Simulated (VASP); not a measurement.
Input of a VASP 6.6.1 run:

The input INCAR:

```
SYSTEM = BC7
  PREC = Accurate
  ENCUT = 520
  EDIFF = 1E-7
  ISMEAR = 0
  SIGMA = 0.1
  LREAL = Auto
  LASPH = .True.
  NELM = 80
  ALGO = Normal
  ISIF = 2
  LWAVE = .False.
  LCHARG = .False.
  GGA = PE
  NBANDS = 45
```

File KPOINTS:

```
regular mesh
0
Gamma
  6 6 4
  0 0 0
```

The input POSCAR:

```
BC7
1.0
    5.0464909473      0.0000000000      0.0000000000
   -2.5232454736      4.3703893603      0.0000000000
    0.0000000000      0.0000000000      8.7779867001
B C
2 14
Direct
    0.3333333333      0.6666666667      0.0000000000
    0.6666666667      0.3333333333      0.0000000000
    0.8333505705      0.1666494295      0.5000000000
    0.6667011410      0.8333505705      0.5000000000
    0.3333333333      0.6666666667      0.5000000000
    0.8333505705      0.6667011410      0.5000000000
    0.1666494295      0.8333505705      0.5000000000
    0.6666666667      0.3333333333      0.5000000000
    0.3332988590      0.1666494295      0.5000000000
    0.1666494295      0.3332988590      0.5000000000
    0.8404481121      0.6808962242      0.0000000000
    0.6808962242      0.8404481121      0.0000000000
    0.8404481121      0.1595518879      0.0000000000
    0.1595518879      0.3191037758      0.0000000000
    0.3191037758      0.1595518879      0.0000000000
    0.1595518879      0.8404481121      0.0000000000
```

Potentials or basis: VASP PAW PBE potentials, release 64 (B, C).

Launch:

```console
$ cat potpaw_PBE.64/B/POTCAR potpaw_PBE.64/C/POTCAR > POTCAR
$ mpirun -np 1 vasp_std > vasp.out
```

Task: What does it give for the pressure?

Result: 0.3 GPa.

Task: Predict the largest force.

Result: 0.033 eV/Å.

Stress tensor (GPa, compression positive):
```
 0.43  0.00  0.00
 0.00  0.43  0.00
 0.00  0.00 -0.06
```

Caveat: this functional lacks dispersion, which binds the layers, so the pressure and a relaxed spacing across them are unreliable.
